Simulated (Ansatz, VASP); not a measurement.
## Hf3GeW: VASP beside Ansatz

```
Hf Ge W
1.0
     4.85967    0.00000    0.00000
     0.00000    4.85967    0.00000
     0.00000    0.00000    4.85967
Hf Ge W
3 1 1
Direct
  0.50000 0.50000 0.00000
  0.00000 0.50000 0.50000
  0.50000 0.00000 0.50000
  0.50000 0.50000 0.50000
  0.00000 0.00000 0.00000
```

Change from the starting cell: species swapped into the Tb3InN type (Pm-3m, No. 221).

Alike in both runs: functional PBE; k mesh 4 × 4 × 4; occupations gaussian, width 0.1 eV; no spin polarisation.

Ansatz relaxed the structure, and its values are those at the end. VASP's run is a single point on that final structure, the one shown.

|  | VASP | Ansatz |
| --- | --- | --- |
| version | VASP 6.6.1 | Ansatz 0.2.0 |
| potentials or method | VASP PAW PBE potentials, release 64 (Hf_pv, Ge_d, W_sv), cutoff 520 eV | scalar-relativistic, plane waves, PAW |
| valence electrons in the cell | 58 | 106 |

Ansatz gave:

```
gap on the k mesh at the Fermi level (eV) : none
pressure (GPa)                            : 0.3
```

Problem. Estimate VASP's values.

Solution. gap on the k mesh at the Fermi level (eV): none; pressure (GPa): -0.1.

A gap of «none» marks a metal or a gap that the smearing closes. VASP's potentials hold 58 valence electrons a cell and Ansatz's 106, so a difference there can come from the potentials and not from the codes.

Spin-orbit coupling is off throughout.
